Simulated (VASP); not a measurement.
Te3Pb2: relaxation of cell and atoms with PBE

The system is Te3Pb2.

```xyz
5
Lattice="3.7488 2.1644 7.6770 -3.7488 2.1644 7.6770 0.0000 -4.3288 7.6770" Properties=species:S:1:pos:R:3 pbc="T T T"
Te    0.0000   -2.1644    3.8385
Te    1.8744    1.0822    3.8385
Te   -1.8744    1.0822    3.8385
Pb    0.0000    0.0000    1.8337
Pb    0.0000    0.0000   21.1972
```

The cell was built from a structure type or drawn by symmetry, and may not be a known phase.

```
Program                : VASP 6.6.1
Task                   : relaxation of cell and atoms
Functional             : PBE
Potentials or basis    : VASP PAW PBE potentials, release 64 (Te, Pb_d)
Cutoff                 : 600 eV
k mesh                 : 6 × 6 × 6
Occupations            : gaussian, width 0.1 eV
Spin                   : no spin polarisation
Dipole correction      : no
Further INCAR settings : ALGO = Normal; EDIFF = 1e-07; IBRION = 2; EDIFFG = -0.01; NSW = 100; ISIF = 3
```

```yaml
Relaxed_volume: 75.66 Å³/atom
Relaxed_cell: a = 8.995 Å, b = 8.995 Å, c = 8.995 Å, α = 48.81°, β = 48.81°, γ = 48.81°
Space_group_after_relaxing_to_0.1_Å: R-3m (No. 166)
Energy_gained_by_relaxing: 2.0 meV/atom
Ionic_steps: 7
Pressure_after_relaxing: 0.0 GPa
Largest_force_after_relaxing: 0.007 eV/Å
Band_gap_on_the_k_mesh: zero (bands 23 and 24 overlap by 0.70 eV)
```

Forces on the atoms (eV/Å):
```
Te   0.000  0.000  0.000
Te   0.000  0.000  0.000
Te   0.000  0.000  0.000
Pb   0.000  0.000 -0.007
Pb   0.000  0.000  0.007
```

The path:
```tsv
step	energy change (eV)	largest force (eV/Å)	pressure (GPa)	volume (Å³)
1	0.0000	0.0884	0.22	373.74
2	-0.0047	0.0827	-0.06	379.27
3	-0.0048	0.0636	-0.03	378.63
4	-0.0062	0.0534	-0.03	378.60
5	-0.0090	0.0237	-0.01	378.47
6	-0.0091	0.0320	0.03	378.07
7	-0.0099	0.0069	0.01	378.28
```

Final structure:
```
Te Pb
1.0
     3.71663    2.14580    7.90547
    -3.71663    2.14580    7.90547
     0.00000   -4.29159    7.90547
Te Pb
3 2
Cartesian
  0.0000 -2.1458 3.9527
  1.8583 1.0729 3.9527
  -1.8583 1.0729 3.9527
  0.0000 0.0000 1.9022
  0.0000 0.0000 21.8142
```

Levels at points of the mesh, in eV from the Fermi level:
```
           k point  band 21  band 22  band 23  band 24  band 25  band 26
(0.00, 0.00, 0.00)    -1.41    -0.42     0.35     0.57     0.57     0.85
(0.50, 0.00, 0.00)    -1.56    -1.51    -1.13     0.30     0.52     0.99
(0.50, 0.50, 0.00)    -1.58    -1.54    -1.13     0.51     0.52     0.98
(0.50, 0.50, 0.50)    -1.96     0.21     0.21     0.35     0.57     0.57
```

Wall time 37 min on 1 thread of Intel(R) Xeon(R) 6975P-C (Granite Rapids) (shared host), peak memory 1 GiB.

Caveat: semilocal functionals underestimate gaps, so a narrow gap can read as zero; spin-orbit coupling is left out, which moves the levels of the heavy elements.
